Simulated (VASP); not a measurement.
# Al6Ru (Cmcm) in VASP: further runs

The runs below take Al6Ru through single point, with PBEsol.

Program: VASP 6.6.1. These are calculated values, not measurements. Logs are shortened: lines on timing, memory, paths and dates and some standing lists are left out, and cuts for length are marked.

## Step 1: The cell of the first run

The structure is orthorhombic, space group Cmcm (No. 63). Conventional cell: a = 7.328 Å, b = 6.397 Å, c = 8.733 Å, α = 90.00°, β = 90.00°, γ = 90.00°. Within 3.4 Å of Al (site symmetry 2) lie 2 Ru at 2.56 Å and 11 Al at 2.65 to 3.35 Å. Within 3.4 Å of Al (site symmetry m) lie 1 Ru at 2.46 Å and 12 Al at 2.51 to 3.32 Å. Al (site symmetry m) has 2 Ru at 2.51 to 2.57 Å and 13 Al at 2.63 to 3.36 Å within 3.4 Å. Ru (site symmetry m2m) has 10 Al at 2.46 to 2.57 Å within 3.3 Å.

## Step 2: Single point, PBEsol (14.62 Å³/atom)

INCAR

```
SYSTEM = Al6Ru
PREC = Accurate
ENCUT = 520
EDIFF = 1E-6
ISMEAR = 0
SIGMA = 0.1
LREAL = .FALSE.
LASPH = .TRUE.
NELM = 60
ALGO = Fast
ISIF = 2
LWAVE = .FALSE.
LCHARG = .TRUE.
GGA = PS
LELF = .TRUE.
LVHAR = .TRUE.
NBANDS = 45
```

KPOINTS

```
Automatic mesh
0
G
  8 8 4
  0 0 0
```

POSCAR

```
Al6Ru
1.0
    3.6637919588     -3.1985216940      0.0000000000
    3.6637919588      3.1985216940      0.0000000000
    0.0000000000      0.0000000000      8.7332897626
Al Ru
12 2
Direct
    0.3186064292      0.3186064292      0.0000000000
    0.6813935708      0.6813935708      0.5000000000
    0.6813935708      0.6813935708      0.0000000000
    0.3186064292      0.3186064292      0.5000000000
    0.8556928955      0.1443071045      0.0971641737
    0.1443071045      0.8556928955      0.5971641737
    0.8556928955      0.1443071045      0.4028358263
    0.1443071045      0.8556928955      0.9028358263
    0.0180767934      0.6224978683      0.2500000000
    0.9819232066      0.3775021317      0.7500000000
    0.3775021317      0.9819232066      0.2500000000
    0.6224978683      0.0180767934      0.7500000000
    0.5323755333      0.4676244667      0.2500000000
    0.4676244667      0.5323755333      0.7500000000
```

Potentials or basis: VASP PAW PBE potentials, release 64 (Al, Ru_pv).

Run with:

```bash
$ cat potpaw_PBE.64/Al/POTCAR potpaw_PBE.64/Ru_pv/POTCAR > POTCAR
$ mpirun -np 1 vasp_std > vasp.out
```

OUTCAR:

```text
SYSTEM = Al6Ru
   PREC = Accurate
   ENCUT = 520
   EDIFF = 1E-6
   ISMEAR = 0
   LREAL = .FALSE.
   LASPH = .TRUE.
   NELM = 60
   ISIF = 2
   GGA = PS

 ion  position               nearest neighbor table
   1  0.319  0.319  0.000-  13 2.56  14 2.56   5 2.65   8 2.65   3 2.66  10 2.72  11 2.72   8 2.77
                             5 2.77   9 2.92  12 2.92   3 3.35   3 3.35
   2  0.681  0.681  0.500-  13 2.56  14 2.56   6 2.65   7 2.65   4 2.66   9 2.72  12 2.72   7 2.77
                             6 2.77  11 2.92  10 2.92   4 3.35   4 3.35
   3  0.681  0.681  0.000-  13 2.56  14 2.56   5 2.65   8 2.65   1 2.66   9 2.72  12 2.72   5 2.77
                             8 2.77  11 2.92  10 2.92   1 3.35   1 3.35
   4  0.319  0.319  0.500-  13 2.56  14 2.56   6 2.65   7 2.65   2 2.66  10 2.72  11 2.72   6 2.77
                             7 2.77   9 2.92  12 2.92   2 3.35   2 3.35
   5  0.856  0.144  0.097-  13 2.46   8 2.51   1 2.65   3 2.65   7 2.67   3 2.77   1 2.77   9 2.88
                            11 2.88  11 2.88   9 2.88  12 3.32  10 3.32
   6  0.144  0.856  0.597-  14 2.46   7 2.51   2 2.65   4 2.65   8 2.67   2 2.77   4 2.77  10 2.88
                            12 2.88  12 2.88  10 2.88   9 3.32  11 3.32
   7  0.856  0.144  0.403-  13 2.46   6 2.51   2 2.65   4 2.65   5 2.67   2 2.77   4 2.77   9 2.88
                            11 2.88  11 2.88   9 2.88  12 3.32  10 3.32
   8  0.144  0.856  0.903-  14 2.46   5 2.51   1 2.65   3 2.65   6 2.67   3 2.77   1 2.77  10 2.88
                            12 2.88  12 2.88  10 2.88   9 3.32  11 3.32
   9  0.018  0.622  0.250-  13 2.51  13 2.57  11 2.63   2 2.72   3 2.72   5 2.88   7 2.88   5 2.88
                             7 2.88   1 2.92   4 2.92   6 3.32   8 3.32  11 3.36  11 3.36
  10  0.982  0.378  0.750-  14 2.51  14 2.57  12 2.63   4 2.72   1 2.72   8 2.88   6 2.88   8 2.88
                             6 2.88   2 2.92   3 2.92   5 3.32   7 3.32  12 3.36  12 3.36
  11  0.378  0.982  0.250-  13 2.51  13 2.57   9 2.63   4 2.72   1 2.72   5 2.88   7 2.88   7 2.88
                             5 2.88   2 2.92   3 2.92   8 3.32   6 3.32   9 3.36   9 3.36
  12  0.622  0.018  0.750-  14 2.51  14 2.57  10 2.63   2 2.72   3 2.72   8 2.88   6 2.88   6 2.88
                             8 2.88   1 2.92   4 2.92   7 3.32   5 3.32  10 3.36  10 3.36
  13  0.532  0.468  0.250-   5 2.46   7 2.46  11 2.51   9 2.51   4 2.56   1 2.56   2 2.56   3 2.56
                            11 2.57   9 2.57
  14  0.468  0.532  0.750-   6 2.46   8 2.46  10 2.51  12 2.51   4 2.56   1 2.56   2 2.56   3 2.56
                            12 2.57  10 2.57

  LATTYP: Found a base centered orthorhombic cell.
 ALAT       =     6.3970433880
 B/A-ratio  =     1.1454641579
 C/A-ratio  =     1.3652072110

  Lattice vectors:

 A1 = (  -3.6637919588,  -3.1985216940,   0.0000000000)
 A2 = (   3.6637919588,  -3.1985216940,   0.0000000000)
 A3 = (   0.0000000000,   0.0000000000,   8.7332897626)

Analysis of symmetry for initial positions (statically):
=====================================================================
 Subroutine PRICEL returns:
 Original cell was already a primitive cell.

 Routine SETGRP: Setting up the symmetry group for a
 base centered orthorhombic supercell.

 Subroutine GETGRP returns: Found  8 space group operations
 (whereof  4 operations were pure point group operations)
 out of a pool of  8 trial point group operations.

The static configuration has the point symmetry C_2h.
 The point group associated with its full space group is D_2h.

Analysis of symmetry for dynamics (positions and initial velocities):
=====================================================================
 Subroutine PRICEL returns:
 Original cell was already a primitive cell.

 Routine SETGRP: Setting up the symmetry group for a
 base centered orthorhombic supercell.

 Subroutine GETGRP returns: Found  8 space group operations
 (whereof  4 operations were pure point group operations)
 out of a pool of  8 trial point group operations.

The dynamic configuration has the point symmetry C_2h.
 The point group associated with its full space group is D_2h.

 Subroutine INISYM returns: Found  8 space group operations
 (whereof  4 operations are pure point group operations),
 and found     1 'primitive' translations

----------------------------------------------------------------------------------------

                                     Primitive cell

  volume of cell :     204.6859

  direct lattice vectors                    reciprocal lattice vectors
     3.663791959 -3.198521694  0.000000000     0.136470631 -0.156322216  0.000000000
     3.663791959  3.198521694  0.000000000     0.136470631  0.156322216  0.000000000
     0.000000000  0.000000000  8.733289763     0.000000000  0.000000000  0.114504388

  length of vectors
     4.863528816  4.863528816  8.733289763     0.207511128  0.207511128  0.114504388

[... 64 lines left out ...]
  0.375000 -0.000000  0.000000      4.000000
  0.500000  0.000000  0.000000      2.000000
  0.125000  0.125000  0.000000      2.000000
[... 16 lines left out ...]
  0.125000  0.000000  0.250000      8.000000
  0.250000  0.000000  0.250000      8.000000
 [... further k-points ...]
   k-points           NKPTS =     63   k-points in BZ     NKDIM =     63   number of bands    NBANDS=     45
   number of dos      NEDOS =    301   number of ions     NIONS =     14
   total plane-waves  NPLWV =  90720
   dimension x,y,z NGX =    36 NGY =   36 NGZ =   70
   dimension x,y,z NGXF=    72 NGYF=   72 NGZF=  140
   ions per type =              12   2
   NGX,Y,Z   is equivalent  to a cutoff of  12.31, 12.31, 13.33 a.u.
   NGXF,Y,Z  is equivalent  to a cutoff of  24.61, 24.61, 26.65 a.u.
 SYSTEM =  Al6Ru
   PREC   = accura    normal or accurate (medium, high low for compatibility)
   ISTART =      0    job   : 0-new  1-cont  2-samecut
   ICHARG =      2    charge: 1-file 2-atom 10-const
   ISPIN  =      1    spin polarized calculation?
   LNONCOLLINEAR =      F non collinear calculations
   LSORBIT =      F    spin-orbit coupling
   LASPH  =      T    aspherical Exc in radial PAW
   ENCUT  =  520.0 eV  38.22 Ry    6.18 a.u.   9.04  9.04 16.24*2*pi/ulx,y,z
   NELM   =     60;   NELMIN=  2; NELMDL= -5     # of ELM steps
   EDIFF  = 0.1E-05   stopping-criterion for ELM
   LREAL  =      F    real-space projection
   EDIFFG = 0.1E-04   stopping-criterion for IOM
   NSW    =      0    number of steps for IOM
   IBRION =     -1    ionic relax: 0-MD 1-quasi-New 2-CG
   NFREE  =      0    steps in history (QN), initial steepest desc. (CG)
   ISIF   =      2    stress and relaxation
   ISYM   =      2    0-nonsym 1-usesym 2-fastsym
   POTIM  = 0.5000    time-step for ionic-motion
   TEBEG  =    0.0;   TEEND  =   0.0 temperature during run
   PSTRESS=    0.0 pullay stress
   NELECT =      64.0000    total number of electrons
   NUPDOWN=      -1.0000    fix difference up-down
   EMIN   =  10.00;   EMAX   =-10.00  energy-range for DOS
   EFERMI =   0.00;   METHOD = LEGACY
   ISMEAR =     0;   SIGMA  =   0.10  broadening in eV -4-tet -1-fermi 0-gaus
   EFERMI_NEDOS =   21; number of points for ismear=-14 and -15
   IALGO  =     68    algorithm
   IMIX   =      4    mixing-type and parameters
     AMIX     =   0.40;   BMIX     =  1.00
     AMIX_MAG =   1.60;   BMIX_MAG =  1.00
  volume/ion in A,a.u.               =      14.62        98.66
  Fermi-wavevector in a.u.,A,eV,Ry     =   1.111149  2.099766 16.798451  1.234651
  Thomas-Fermi vector in A             =   2.247708
   LORBIT       =      0    0 simple, 1 ext, 2 COOP (PROOUT), +10 PAW based schemes
   GGA     = PS    functional components
   LHFCALC =     F    Hartree Fock is set to
   AEXX    =    0.0000 exact exchange contribution
   IVDW    =     0    specifies the selected vdW correction
   LEPSILON=     F    determine dielectric tensor
   LRPA    =     F    only Hartree local field effects (RPA)
 non-spin polarized calculation
 RMM-DIIS sequential band-by-band and
 Gauss-broadening in eV      SIGMA  =   0.10
  energy-cutoff  :      520.00
  volume of cell :      204.69
 maximum number of plane-waves:      5556
   NGX = 19   NGY = 19   NGZ = 33

 number of electron      63.9999992 magnetization

 Free energy of the ion-electron system (eV)
  ---------------------------------------------------
  ext. energy  EPLUGINS =         0.00000000
  ---------------------------------------------------
  free energy    TOTEN  =       -73.52912108 eV

  energy without entropy =      -73.50871170  energy(sigma->0) =      -73.51891639

 E-fermi :   9.6686     XC(G=0): -11.0932

 val. band max:        9.6594493697   @ k =  -0.2500   0.2500   0.0000
 cond. band min:       9.7042428870   @ k =   0.2500   0.0000   0.0000
 fundamental gap:      0.0447935173
 Fermi energy:         9.6685658431

 k-point     1 :       0.0000    0.0000    0.0000
  band No.  band energies     occupation
      1     -33.0563      2.00000
      2     -33.0561      2.00000
      3     -33.0465      2.00000
      4     -33.0461      2.00000
      5     -33.0343      2.00000
      6     -33.0316      2.00000
[... 1117 lines left out ...]
     43      12.6729      0.00000
     44      13.2901      0.00000

 [... further k-points ...]

 [bands above 44 left out]

------------------------ aborting loop because EDIFF is reached ----------------------------------------

  FORCE on cell =-STRESS in cart. coord.  units (eV):
  Direction    XX          YY          ZZ          XY          YZ          ZX
  --------------------------------------------------------------------------------------
  -------------------------------------------------------------------------------------
  Total       10.7686814     10.7511256     10.7434026      0.0000000      0.0000000      0.0000000
  in kB       84.2917632     84.1543453     84.0938936      0.0000000      0.0000000      0.0000000
  external PRESSURE =      84.1800007 kB  Pullay stress =       0.0000000 kB

 VOLUME and BASIS-vectors are now :
 -----------------------------------------------------------------------------
  energy-cutoff  :      520.00
  volume of cell :      204.69
      direct lattice vectors                 reciprocal lattice vectors
     3.663791959 -3.198521694  0.000000000     0.136470631 -0.156322216  0.000000000
     3.663791959  3.198521694  0.000000000     0.136470631  0.156322216  0.000000000
     0.000000000  0.000000000  8.733289763     0.000000000  0.000000000  0.114504388

 POSITION                                       TOTAL-FORCE (eV/Angst)
 -----------------------------------------------------------------------------------
      2.33462      0.00000      0.00000         0.002762     -0.000000      0.000000
      4.99297      0.00000      4.36664        -0.002762     -0.000000      0.000000
      4.99297      0.00000      0.00000        -0.002762     -0.000000      0.000000
      2.33462      0.00000      4.36664         0.002762     -0.000000      0.000000
      3.66379     -2.27538      0.84856         0.000000      0.004609     -0.006035
      3.66379      2.27538      5.21521         0.000000     -0.004609     -0.006035
      3.66379     -2.27538      3.51808         0.000000      0.004609      0.006035
      3.66379      2.27538      7.88473         0.000000     -0.004609      0.006035
      2.34693      1.93325      2.18332         0.000741     -0.001455      0.000000
      4.98065     -1.93325      6.54997        -0.000741      0.001455     -0.000000
      4.98065      1.93325      2.18332        -0.000741     -0.001455      0.000000
      2.34693     -1.93325      6.54997         0.000741      0.001455     -0.000000
      3.66379     -0.20711      2.18332         0.000000      0.009781     -0.000000
      3.66379      0.20711      6.54997         0.000000     -0.009781      0.000000
 -----------------------------------------------------------------------------------
    total drift:                                0.000000      0.000000     -0.000000

  FREE ENERGIE OF THE ION-ELECTRON SYSTEM (eV)
  ---------------------------------------------------
  free  energy   TOTEN  =       -73.5291210845 eV

  energy  without entropy=      -73.5087117025  energy(sigma->0) =      -73.51891639
```

Wall time 17 min (1 thread of Oxide Virtual Turin-like, shared host); peak memory 0.53 GiB.

What came out:

| Item | Value |
| --- | --- |
| Free energy | -73.5291 eV |
| Pressure | 8.4 GPa |
| Largest force | 0.010 eV/Å |
| Band gap on the k mesh | zero (bands 32 and 33 overlap by 0.44 eV) |

Forces on the atoms (eV/Å):
```
Al   0.003  0.000  0.000
Al  -0.003  0.000  0.000
Al  -0.003  0.000  0.000
Al   0.003  0.000  0.000
Al   0.000  0.005 -0.006
Al   0.000 -0.005 -0.006
Al   0.000  0.005  0.006
Al   0.000 -0.005  0.006
Al   0.001 -0.001  0.000
Al  -0.001  0.001  0.000
Al  -0.001 -0.001  0.000
Al   0.001  0.001  0.000
Ru   0.000  0.010  0.000
Ru   0.000 -0.010  0.000
```

Caveat: the cell stands under pressure; the PAW data sets were made with another functional, which shifts forces and pressure a little.

## Step 3: Single point, PBEsol (15.09 Å³/atom)

This run uses another cell than the first one, of 15.09 Å³/atom.

INCAR

```
SYSTEM = Al6Ru
ALGO = Fast ; EDIFF = 1E-6
ENCUT = 520 ; GGA = PS
ISIF = 2 ; ISMEAR = 0
LASPH = .TRUE. ; LCHARG = .TRUE.
LELF = .TRUE. ; LREAL = .FALSE.
LVHAR = .TRUE. ; LWAVE = .FALSE.
NBANDS = 45 ; NELM = 80
PREC = Accurate ; SIGMA = 0.1
```

KPOINTS

```
k-points
0
G
  8 8 4
  0 0 0
```

POSCAR

```
Al6Ru
1.0
    3.6954607668     -3.2332934165      0.0000000000
    3.6954607668      3.2332934165      0.0000000000
    0.0000000000      0.0000000000      8.8386948920
Al Ru
12 2
Direct
    0.3191374088      0.3191374088      0.0000000000
    0.6808625912      0.6808625912      0.5000000000
    0.6808625912      0.6808625912      0.0000000000
    0.3191374088      0.3191374088      0.5000000000
    0.8564517043      0.1435482957      0.0978578548
    0.1435482957      0.8564517043      0.5978578548
    0.8564517043      0.1435482957      0.4021421452
    0.1435482957      0.8564517043      0.9021421452
    0.0198140627      0.6202187913      0.2500000000
    0.9801859373      0.3797812087      0.7500000000
    0.3797812087      0.9801859373      0.2500000000
    0.6202187913      0.0198140627      0.7500000000
    0.5340315529      0.4659684471      0.2500000000
    0.4659684471      0.5340315529      0.7500000000
```

Potentials or basis: VASP PAW PBE potentials, release 64 (Al, Ru_pv).

Run with:

```bash
$ cat potpaw_PBE.64/Al/POTCAR potpaw_PBE.64/Ru_pv/POTCAR > POTCAR
$ mpirun -np 1 vasp_std > vasp.out
```

Wall time 10 min (1 thread of Oxide Virtual Turin-like, shared host); peak memory 0.59 GiB.

The run converged. Its results:

```
Free energy            : -73.7779 eV
Pressure               : 3.9 GPa
Largest force          : 0.009 eV/Å
Band gap on the k mesh : zero (bands 32 and 33 overlap by 0.48 eV)
```

Forces on the atoms (eV/Å):
```
Al   0.002  0.000  0.000
Al  -0.002  0.000  0.000
Al  -0.002  0.000  0.000
Al   0.002  0.000  0.000
Al   0.000  0.003 -0.006
Al   0.000 -0.003 -0.006
Al   0.000  0.003  0.006
Al   0.000 -0.003  0.006
Al   0.001 -0.001  0.000
Al  -0.001  0.001  0.000
Al  -0.001 -0.001  0.000
Al   0.001  0.001  0.000
Ru   0.000  0.009  0.000
Ru   0.000 -0.009  0.000
```

Levels at points of the mesh, in eV from the Fermi level:
| k point | band 28 | band 29 | band 30 | band 31 | band 32 | band 33 | band 34 | band 35 | band 36 | band 37 |
| --- | --- | --- | --- | --- | --- | --- | --- | --- | --- | --- |
| (0.00, 0.00, 0.00) | -2.10 | -2.04 | -1.47 | -1.10 | -0.86 | -0.12 | 0.80 | 1.07 | 1.30 | 1.40 |
| (0.50, 0.00, 0.00) | -2.19 | -1.83 | -1.32 | -0.87 | -0.61 | -0.24 | -0.07 | 0.36 | 1.37 | 1.72 |
| (0.50, 0.50, 0.00) | -1.58 | -0.79 | -0.68 | -0.65 | -0.41 | -0.29 | 0.67 | 1.81 | 2.24 | 2.97 |
| (0.00, 0.00, 0.50) | -2.12 | -1.02 | -1.02 | -0.97 | -0.97 | 0.66 | 0.66 | 0.68 | 0.68 | 1.18 |
| (0.50, 0.00, 0.50) | -1.94 | -1.65 | -1.65 | -0.14 | -0.14 | 0.72 | 0.72 | 1.03 | 1.03 | 1.59 |
| (0.50, 0.50, 0.50) | -1.93 | -1.61 | -1.61 | -0.91 | -0.91 | 2.55 | 2.55 | 2.85 | 2.85 | 3.28 |

Caveat: the cell stands under pressure; the PAW data sets were made with another functional, which shifts forces and pressure a little.

The gap in the log of VASP goes by the Fermi energy; the results here count the filled bands.